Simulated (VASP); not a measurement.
# Na (Fm-3m) in VASP: a series of runs

The runs below take Na through single point, relaxation of cell and atoms, with PBEsol.

All numbers are computed with VASP 6.6.1; they aren't measurements. Logs are shortened: lines on timing, memory, paths and dates and some standing lists are left out, and cuts for length are marked.

**1. The cell of the first run**

It takes space group Fm-3m (No. 225, cubic). Conventional cell: a = 3.484 Å, b = 3.484 Å, c = 3.484 Å, α = 90.00°, β = 90.00°, γ = 90.00°. Within 3.3 Å of Na (site symmetry m-3m) lie 12 Na at 2.46 Å.

This isn't the form of Na at room conditions, which is bcc.

**2. Single point, PBEsol**

Input file INCAR:

```
  PREC = Accurate
  ENCUT = 500
  EDIFF = 1E-6
  ISMEAR = -1
  SIGMA = 0.1
  LREAL = False
  LASPH = True
  NELM = 120
  ALGO = Normal
  ISIF = 2
  LWAVE = False
  LCHARG = True
  GGA = PS
  LELF = True
  LVHAR = True
  NBANDS = 10
  GGA_COMPAT = False
```

Input file KPOINTS:

```
Automatic mesh
0
Gamma
  20 20 20
```

Input file POSCAR:

```
Na
1.0
    0.0000000000      1.7421808331      1.7421808331
    1.7421808331      0.0000000000      1.7421808331
    1.7421808331      1.7421808331      0.0000000000
Na
1
Direct
    0.0000000000      0.0000000000      0.0000000000
```

Potentials or basis: VASP PAW PBE potentials, release 64 (Na_pv).

Launch:

```bash
$ cat potpaw_PBE.64/Na_pv/POTCAR > POTCAR
$ mpirun -np 1 vasp_std > vasp.out
```

OUTCAR:

```text
PREC = Accurate
   ENCUT = 500
   EDIFF = 1E-6
   ISMEAR = -1
   LREAL = False
   LASPH = True
   NELM = 120
   ISIF = 2
   GGA = PS

 ion  position               nearest neighbor table
   1  0.000  0.000  0.000-

  LATTYP: Found a face centered cubic cell.
 ALAT       =     3.4843616662

  Lattice vectors:

 A1 = (   0.0000000000,   1.7421808331,   1.7421808331)
 A2 = (   1.7421808331,   0.0000000000,   1.7421808331)
 A3 = (   1.7421808331,   1.7421808331,   0.0000000000)

Analysis of symmetry for initial positions (statically):
=====================================================================
 Subroutine PRICEL returns:
 Original cell was already a primitive cell.

 Routine SETGRP: Setting up the symmetry group for a
 face centered cubic supercell.

 Subroutine GETGRP returns: Found 48 space group operations
 (whereof 48 operations were pure point group operations)
 out of a pool of 48 trial point group operations.

The static configuration has the point symmetry O_h .

Analysis of symmetry for dynamics (positions and initial velocities):
=====================================================================
 Subroutine PRICEL returns:
 Original cell was already a primitive cell.

 Routine SETGRP: Setting up the symmetry group for a
 face centered cubic supercell.

 Subroutine GETGRP returns: Found 48 space group operations
 (whereof 48 operations were pure point group operations)
 out of a pool of 48 trial point group operations.

The dynamic configuration has the point symmetry O_h .

 Subroutine INISYM returns: Found 48 space group operations
 (whereof 48 operations are pure point group operations),
 and found     1 'primitive' translations

----------------------------------------------------------------------------------------

                                     Primitive cell

  volume of cell :      10.5757

  direct lattice vectors                    reciprocal lattice vectors
     0.000000000  1.742180833  1.742180833    -0.286996614  0.286996614  0.286996614
     1.742180833  0.000000000  1.742180833     0.286996614 -0.286996614  0.286996614
     1.742180833  1.742180833  0.000000000     0.286996614  0.286996614 -0.286996614

  length of vectors
     2.463815762  2.463815762  2.463815762     0.497092717  0.497092717  0.497092717

  position of ions in fractional coordinates (direct lattice)
     0.000000000  0.000000000  0.000000000

  ion indices of the primitive-cell ions
   primitive index   ion index
                 1           1

----------------------------------------------------------------------------------------

 KPOINTS: Automatic mesh

Automatic generation of k-mesh.
 Grid dimensions read from file:
 generate k-points for:   20   20   20

 Generating k-lattice:

  Cartesian coordinates                     Fractional coordinates (reciprocal lattice)
    -0.014349831  0.014349831  0.014349831     0.050000000  0.000000000  0.000000000
     0.014349831 -0.014349831  0.014349831     0.000000000  0.050000000  0.000000000
     0.014349831  0.014349831 -0.014349831     0.000000000  0.000000000  0.050000000

  Length of vectors
     0.024854636  0.024854636  0.024854636

  Shift w.r.t. Gamma in fractional coordinates (k-lattice)
     0.000000000  0.000000000  0.000000000

 Subroutine IBZKPT returns following result:
 ===========================================

 Found    256 irreducible k-points:

 Following reciprocal coordinates:
            Coordinates               Weight
  0.000000  0.000000  0.000000      1.000000
  0.050000  0.000000  0.000000      8.000000
  0.100000  0.000000  0.000000      8.000000
  0.150000  0.000000  0.000000      8.000000
  0.200000  0.000000  0.000000      8.000000
  0.250000  0.000000  0.000000      8.000000
[... 16 lines left out ...]
 -0.400000  0.050000  0.000000     24.000000
 -0.350000  0.050000  0.000000     24.000000
 [... further k-points ...]
   k-points           NKPTS =    256   k-points in BZ     NKDIM =    256   number of bands    NBANDS=     10
   number of dos      NEDOS =    301   number of ions     NIONS =      1
   total plane-waves  NPLWV =   5832
   dimension x,y,z NGX =    18 NGY =   18 NGZ =   18
   dimension x,y,z NGXF=    36 NGYF=   36 NGZF=   36
   ions per type =               1
   NGX,Y,Z   is equivalent  to a cutoff of  12.15, 12.15, 12.15 a.u.
   NGXF,Y,Z  is equivalent  to a cutoff of  24.29, 24.29, 24.29 a.u.
 SYSTEM =  unknown system
   PREC   = accura    normal or accurate (medium, high low for compatibility)
   ISTART =      0    job   : 0-new  1-cont  2-samecut
   ICHARG =      2    charge: 1-file 2-atom 10-const
   ISPIN  =      1    spin polarized calculation?
   LNONCOLLINEAR =      F non collinear calculations
   LSORBIT =      F    spin-orbit coupling
   LASPH  =      T    aspherical Exc in radial PAW
   ENCUT  =  500.0 eV  36.75 Ry    6.06 a.u.   4.49  4.49  4.49*2*pi/ulx,y,z
   NELM   =    120;   NELMIN=  2; NELMDL= -5     # of ELM steps
   EDIFF  = 0.1E-05   stopping-criterion for ELM
   LREAL  =      F    real-space projection
   EDIFFG = 0.1E-04   stopping-criterion for IOM
   NSW    =      0    number of steps for IOM
   IBRION =     -1    ionic relax: 0-MD 1-quasi-New 2-CG
   NFREE  =      0    steps in history (QN), initial steepest desc. (CG)
   ISIF   =      2    stress and relaxation
   ISYM   =      2    0-nonsym 1-usesym 2-fastsym
   POTIM  = 0.5000    time-step for ionic-motion
   TEBEG  =    0.0;   TEEND  =   0.0 temperature during run
   PSTRESS=    0.0 pullay stress
   NELECT =       7.0000    total number of electrons
   NUPDOWN=      -1.0000    fix difference up-down
   EMIN   =  10.00;   EMAX   =-10.00  energy-range for DOS
   EFERMI =   0.00;   METHOD = LEGACY
   ISMEAR =    -1;   SIGMA  =   0.10  broadening in eV -4-tet -1-fermi 0-gaus
   EFERMI_NEDOS =   21; number of points for ismear=-14 and -15
   IALGO  =     38    algorithm
   IMIX   =      4    mixing-type and parameters
     AMIX     =   0.40;   BMIX     =  1.00
     AMIX_MAG =   1.60;   BMIX_MAG =  1.00
  volume/ion in A,a.u.               =      10.58        71.37
  Fermi-wavevector in a.u.,A,eV,Ry     =   1.426716  2.696103 27.694922  2.035519
  Thomas-Fermi vector in A             =   2.546963
   LORBIT       =      0    0 simple, 1 ext, 2 COOP (PROOUT), +10 PAW based schemes
   GGA     = PS    functional components
   LHFCALC =     F    Hartree Fock is set to
   AEXX    =    0.0000 exact exchange contribution
   IVDW    =     0    specifies the selected vdW correction
   LEPSILON=     F    determine dielectric tensor
   LRPA    =     F    only Hartree local field effects (RPA)
 non-spin polarized calculation
  energy-cutoff  :      500.00
  volume of cell :       10.58
 maximum number of plane-waves:       290
 NGX is ok and might be reduce to    18
   NGX =  9   NGY =  9   NGZ =  9

 number of electron       6.9999998 magnetization

 Free energy of the ion-electron system (eV)
  ---------------------------------------------------
  ext. energy  EPLUGINS =         0.00000000
  ---------------------------------------------------
  free energy    TOTEN  =         1.50336479 eV

  energy without entropy =        1.51235901  energy(sigma->0) =        1.50786190

 E-fermi :   8.2824     XC(G=0): -11.1137

 val. band max:        8.2585456641   @ k =  -0.2500   0.3000   0.0500
 cond. band min:       8.2884660364   @ k =   0.4500   0.0000   0.0000
 fundamental gap:      0.0299203724
 Fermi energy:         8.2824373410

 k-point     1 :       0.0000    0.0000    0.0000
  band No.  band energies     occupation
      1     -17.8240      2.00000
      2     -17.8240      2.00000
      3     -17.8240      2.00000
      4       1.0500      2.00000
      5      28.5690      0.00000
      6      28.5690      0.00000
      7      28.5690      0.00000
      8      31.4304      0.00000
      9      36.4905      0.00000
     10      36.4905      0.00000

 k-point     2 :       0.0500    0.0000    0.0000
  band No.  band energies     occupation
      1     -17.8639      2.00000
      2     -17.8277      2.00000
      3     -17.8277      2.00000
      4       1.1621      2.00000
      5      27.2485      0.00000
      6      28.5607      0.00000
      7      28.5607      0.00000
      8      32.4844      0.00000
      9      36.0349      0.00000
     10      36.0828      0.00000

 k-point     3 :       0.1000    0.0000    0.0000
  band No.  band energies     occupation
      1     -17.9782      2.00000
      2     -17.8383      2.00000
      3     -17.8383      2.00000
      4       1.4927      2.00000
      5      25.0803      0.00000
      6      28.5164      0.00000
      7      28.5164      0.00000
      8      33.0926      0.00000
      9      35.2549      0.00000
     10      35.2549      0.00000

 k-point     4 :       0.1500    0.0000    0.0000
  band No.  band energies     occupation
      1     -18.1522      2.00000
      2     -17.8547      2.00000
      3     -17.8547      2.00000
      4       2.0271      2.00000
      5      22.8473      0.00000
      6      28.3885      0.00000
      7      28.3885      0.00000
      8      32.4056      0.00000
      9      34.6263      0.00000
     10      34.6263      0.00000
[... 222 lines left out ...]
 k-point    22 :      -0.4500    0.0500    0.0000
  band No.  band energies     occupation
      1     -19.2564      2.00000
      2     -17.9985      2.00000
      3     -17.9715      2.00000
      4       8.7688      0.01532
      5      11.0621      0.00000
      6      25.1262      0.00000
      7      26.4256      0.00000
      8      30.6993      0.00000
      9      34.9943      0.00000
     10      35.2569      0.00000

 k-point    23 :      -0.4000    0.0500    0.0000
  band No.  band energies     occupation
      1     -19.1836      2.00000
      2     -17.9954      2.00000
      3     -17.9578      2.00000
      4       7.4870      1.99930
      5      12.5709      0.00000
      6      25.1877      0.00000
      7      26.6924      0.00000
      8      30.7919      0.00000
      9      34.8173      0.00000
     10      35.1225      0.00000

 k-point    24 :      -0.3500    0.0500    0.0000
  band No.  band energies     occupation
      1     -19.0540      2.00000
      2     -17.9848      2.00000
      3     -17.9387      2.00000
      4       6.2368      2.00000
      5      14.2489      0.00000
      6      25.3649      0.00000
      7      27.0979      0.00000
      8      30.9827      0.00000
      9      34.2635      0.00000
     10      35.1846      0.00000

 [... further k-points ...]

------------------------ aborting loop because EDIFF is reached ----------------------------------------

  FORCE on cell =-STRESS in cart. coord.  units (eV):
  Direction    XX          YY          ZZ          XY          YZ          ZX
  --------------------------------------------------------------------------------------
  -------------------------------------------------------------------------------------
  Total        6.7036178      6.7036178      6.7036178     -0.0000000     -0.0000000     -0.0000000
  in kB     1015.5706431   1015.5706431   1015.5706431     -0.0000000     -0.0000000     -0.0000000
  external PRESSURE =    1015.5706431 kB  Pullay stress =       0.0000000 kB

 VOLUME and BASIS-vectors are now :
 -----------------------------------------------------------------------------
  energy-cutoff  :      500.00
  volume of cell :       10.58
      direct lattice vectors                 reciprocal lattice vectors
     0.000000000  1.742180833  1.742180833    -0.286996614  0.286996614  0.286996614
     1.742180833  0.000000000  1.742180833     0.286996614 -0.286996614  0.286996614
     1.742180833  1.742180833  0.000000000     0.286996614  0.286996614 -0.286996614

 POSITION                                       TOTAL-FORCE (eV/Angst)
 -----------------------------------------------------------------------------------
      0.00000      0.00000      0.00000        -0.000000     -0.000000      0.000000
 -----------------------------------------------------------------------------------
    total drift:                                0.000000      0.000000      0.000000

  FREE ENERGIE OF THE ION-ELECTRON SYSTEM (eV)
  ---------------------------------------------------
  free  energy   TOTEN  =         1.5033647932 eV

  energy  without entropy=        1.5123590124  energy(sigma->0) =        1.50786190
```

Wall time 12 s (1 thread of Intel Xeon Platinum 8488C (Sapphire Rapids), shared host); peak memory 0.13 GiB.

What came out:

* Free energy: 1.5034 eV
* Pressure: 101.6 GPa
* Band gap on the k mesh: zero (an odd number of electrons rules out a gap without spin polarisation)

Levels at points of the mesh, in eV from the Fermi level:
| k point | band 2 | band 3 | band 4 | band 5 | band 6 | band 7 |
| --- | --- | --- | --- | --- | --- | --- |
| (0.00, 0.00, 0.00) | -26.11 | -26.11 | -7.23 | 20.29 | 20.29 | 20.29 |
| (0.50, 0.00, 0.00) | -26.25 | -26.25 | 0.99 | 2.10 | 18.09 | 18.09 |
| (0.50, 0.50, 0.00) | -26.55 | -26.55 | 2.72 | 4.27 | 9.30 | 16.45 |

Caveat: the cell stands under pressure; the PAW data sets were made with another functional, which shifts forces and pressure a little.

**3. Relaxation of cell and atoms, PBEsol, target pressure 101 GPa, at which the enthalpy is minimised**

Input file INCAR:

```
ALGO = Normal
EDIFF = 1E-7
EDIFFG = -0.002
ENCUT = 500
GGA = PS
GGA_COMPAT = False
IBRION = 2
ISIF = 3
ISMEAR = -1
LASPH = True
LCHARG = False
LREAL = False
LWAVE = False
NELM = 120
NELMIN = 4
NSW = 80
PREC = Accurate
PSTRESS = 1010.0
SIGMA = 0.1
```

Input file KPOINTS:

```
k-points
0
Gamma
  20 20 20
```

POSCAR is that of step 2.

Potentials or basis: VASP PAW PBE potentials, release 64 (Na_pv).

Launch:

```bash
$ cat potpaw_PBE.64/Na_pv/POTCAR > POTCAR
$ mpirun -np 1 vasp_std > vasp.out
```

Wall time 16 s (1 thread of Intel Xeon Platinum 8488C (Sapphire Rapids), shared host); peak memory 0.12 GiB.

The run converged. Its results:

* Free energy: 1.4897 eV
* Relaxed volume: 10.60 Å³/atom
* Relaxed cell: a = 2.465 Å, b = 2.465 Å, c = 2.465 Å, α = 60.00°, β = 60.00°, γ = 60.00°
* Space group after relaxing (to 0.1 Å): Fm-3m (No. 225)
* Energy change on relaxing (the run minimises the enthalpy): -13.7 meV/atom
* Ionic steps: 3
* Pressure after relaxing: 101.0 GPa
* Band gap on the k mesh: zero (an odd number of electrons rules out a gap without spin polarisation)

Step by step:
```csv
step,energy change (eV),largest force (eV/Å),pressure (GPa),volume (Å³)
1,0.0000,0.0000,101.57,10.58
2,-0.0363,0.0000,99.95,10.63
3,-0.0137,0.0000,101.02,10.60
```

Final structure:
```cif
data_structure
_symmetry_space_group_name_H-M 'P 1'
_symmetry_Int_Tables_number 1
_cell_length_a 2.4655
_cell_length_b 2.4655
_cell_length_c 2.4655
_cell_angle_alpha 60.000
_cell_angle_beta 60.000
_cell_angle_gamma 60.000
_cell_volume 10.60
loop_
_atom_site_label
_atom_site_type_symbol
_atom_site_fract_x
_atom_site_fract_y
_atom_site_fract_z
_atom_site_occupancy
Na1 Na 0.00000 0.00000 0.00000 1
```

Levels at points of the mesh, in eV from the Fermi level:
```
           k point  band 2  band 3  band 4  band 5  band 6  band 7
(0.00, 0.00, 0.00)  -26.10  -26.10   -7.22   20.27   20.27   20.27
(0.50, 0.00, 0.00)  -26.24  -26.24    0.99    2.10   18.08   18.08
(0.50, 0.50, 0.00)  -26.54  -26.54    2.72    4.26    9.30   16.43
```

Caveat: the cell is relaxed towards a set pressure, so the run minimises the enthalpy, not the energy; the PAW data sets were made with another functional, which shifts forces and pressure a little.
